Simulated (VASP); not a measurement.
# Ga: relaxation of cell and atoms with PBE

Ga:

```
Ga
1.0
     0.00000    2.69500    2.69500
     2.69500    0.00000    2.69500
     2.69500    2.69500    0.00000
Ga
2
Cartesian
  5.3900 5.3900 5.3900
  1.3475 1.3475 1.3475
```

This isn't the form of Ga at room conditions, which is orthorhombic.

- Program: VASP 6.6.1
- Task: relaxation of cell and atoms
- Functional: PBE
- Potentials or basis: VASP PAW PBE potentials, release 64 (Ga_d)
- Cutoff: 500 eV
- k mesh: 8 × 8 × 8
- Occupations: methfessel-paxton, width 0.05 eV
- Spin: no spin polarisation
- Target pressure: 20 GPa
- Dipole correction: no
- Further INCAR settings: ALGO = Normal; EDIFF = 1e-07; IBRION = 2; EDIFFG = -0.02; NSW = 60; ISIF = 3

| Item | Value |
| --- | --- |
| Relaxed volume | 19.24 Å³/atom |
| Relaxed cell | a = 3.790 Å, b = 3.790 Å, c = 3.790 Å, α = 60.00°, β = 60.00°, γ = 60.00° |
| Space group after relaxing (to 0.1 Å) | Fd-3m (No. 227) |
| Energy change on relaxing (the run minimises the enthalpy) | +39.6 meV/atom |
| Ionic steps | 3 |
| Pressure after relaxing | 20.0 GPa |
| Band gap on the k mesh | zero (bands 13 and 14 overlap by 5.73 eV) |

Step by step:
| step | energy change (eV) | largest force (eV/Å) | pressure (GPa) | volume (Å³) |
| --- | --- | --- | --- | --- |
| 1 | 0.0000 | 0.0000 | 18.04 | 39.15 |
| 2 | 0.1681 | 0.0000 | 22.12 | 37.80 |
| 3 | 0.0792 | 0.0000 | 20.00 | 38.48 |

Final structure:
```yaml
crystal:
  lattice:
    - [0.00000, 2.67958, 2.67958]
    - [2.67958, 0.00000, 2.67958]
    - [2.67958, 2.67958, 0.00000]
  atoms:
    - { symbol: Ga, position: [0.00000, 0.00000, 0.00000] }
    - { symbol: Ga, position: [0.25000, 0.25000, 0.25000] }
```

Levels at points of the mesh, in eV from the Fermi level:
| k point | band 9 | band 10 | band 11 | band 12 | band 13 | band 14 | band 15 | band 16 | band 17 |
| --- | --- | --- | --- | --- | --- | --- | --- | --- | --- |
| (0.00, 0.00, 0.00) | -14.49 | -14.49 | -11.04 | 3.51 | 3.51 | 3.51 | 5.52 | 5.52 | 5.52 |
| (0.50, 0.00, 0.00) | -14.47 | -14.47 | -8.05 | -5.65 | 1.54 | 1.54 | 4.51 | 6.46 | 6.46 |
| (0.50, 0.50, 0.00) | -14.43 | -14.43 | -6.09 | -6.09 | -0.86 | -0.86 | 3.03 | 3.03 | 14.62 |

Run time: 74 s on 1 thread of Intel(R) Xeon(R) Platinum 8175M CPU @ 2.50GHz (Skylake/Cascade Lake), on a shared host, peak memory 0.16 GiB.

Caveat: the cell is relaxed towards a set pressure, so the run minimises the enthalpy, not the energy.
